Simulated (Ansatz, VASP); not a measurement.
## Two plane-wave programs on HfN

```
CELL_PARAMETERS angstrom
0.00000 2.27390 2.27390
2.27390 0.00000 2.27390
2.27390 2.27390 0.00000
ATOMIC_POSITIONS crystal
Hf 0.00000 0.00000 0.00000
N 0.50000 0.50000 0.50000
```

Alike in both runs: task relaxation of cell and atoms; functional PBE; dispersion D3(BJ); k mesh 16 × 16 × 16; occupations gaussian, width 0.1 eV; no spin polarisation.

```csv
,VASP,Ansatz
version,VASP 6.6.1,Ansatz 0.2.0
potentials or method,"VASP PAW PBE potentials, release 64 (Hf_pv, N), cutoff 600 eV","scalar-relativistic, plane waves, PAW"
valence electrons in the cell,15,31
```

VASP gave:

| Item | Value |
| --- | --- |
| gap on the k mesh at the Fermi level, each at its own relaxed structure (eV) | none |
| relaxed volume (Å³/atom) | 11.41 |
| relaxed cell length with the largest relative difference (Å) | 3.184 |

Task: Estimate Ansatz's values.

Result: gap on the k mesh at the Fermi level, each at its own relaxed structure (eV): none; relaxed volume (Å³/atom): 11.52; relaxed cell length with the largest relative difference (Å): 3.194.

A gap of «none» marks a metal or a gap that the smearing closes. VASP's potentials hold 15 valence electrons a cell and Ansatz's 31, so a difference there can come from the potentials and not from the codes.

Spin-orbit coupling is off throughout.
